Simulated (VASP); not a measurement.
Write the native input for VASP 6.6.1 that does the following.

```
Task                   : single point
Functional             : PBEsol
Dispersion             : D3(BJ)
Potentials or basis    : VASP PAW PBE potentials, release 64 (Hg)
Cutoff                 : 520 eV
k mesh                 : 18 × 18 × 10
Occupations            : gaussian, width 0.15 eV
Spin                   : no spin polarisation
Dipole correction      : no
Further INCAR settings : ALGO = Fast; EDIFF = 1e-06; NBANDS = 19
```

The structure of Hg lies in POSCAR:

```
Hg
1.0
    2.9964000000      0.0000000000      0.0000000000
   -1.4982000000      2.5949585199      0.0000000000
    0.0000000000      0.0000000000      5.2374000000
Hg
2
Direct
    0.6666666667      0.3333333333      0.7500000000
    0.3333333333      0.6666666667      0.2500000000
```

These files were run (other wordings do the same):

INCAR

```
PREC = Accurate
ENCUT = 520
EDIFF = 1E-6
ISMEAR = 0
SIGMA = 0.15
LREAL = F
LASPH = T
NELM = 80
ALGO = Fast
ISIF = 2
LWAVE = F
LCHARG = T
GGA = PS
IVDW = 12
LELF = T
LVHAR = T
NBANDS = 19
```

KPOINTS

```
Automatic mesh
0
Gamma
  18 18 10
```

Potentials or basis: VASP PAW PBE potentials, release 64 (Hg).

Command:

```bash
$ cat potpaw_PBE.64/Hg/POTCAR > POTCAR
$ mpirun -np 1 vasp_std > vasp.out
```

It gave:

```yaml
Pressure: 5.3 GPa
Band_gap_on_the_k_mesh: zero (band 12 reaches 4.42 eV, above the bottom of band 13 at 1.81 eV)
Dispersion_energy_per_atom: -0.493 eV
```

Caveat: the PAW data sets were made with another functional, which shifts forces and pressure a little; spin-orbit coupling is left out, which moves the levels of the heavy elements; pairwise dispersion overbinds metals, which lowers pressure and volume.

Wall time 37 s on 1 thread of Intel(R) Xeon(R) 6975P-C (Granite Rapids), with other jobs on the host, peak memory 0.27 GiB.
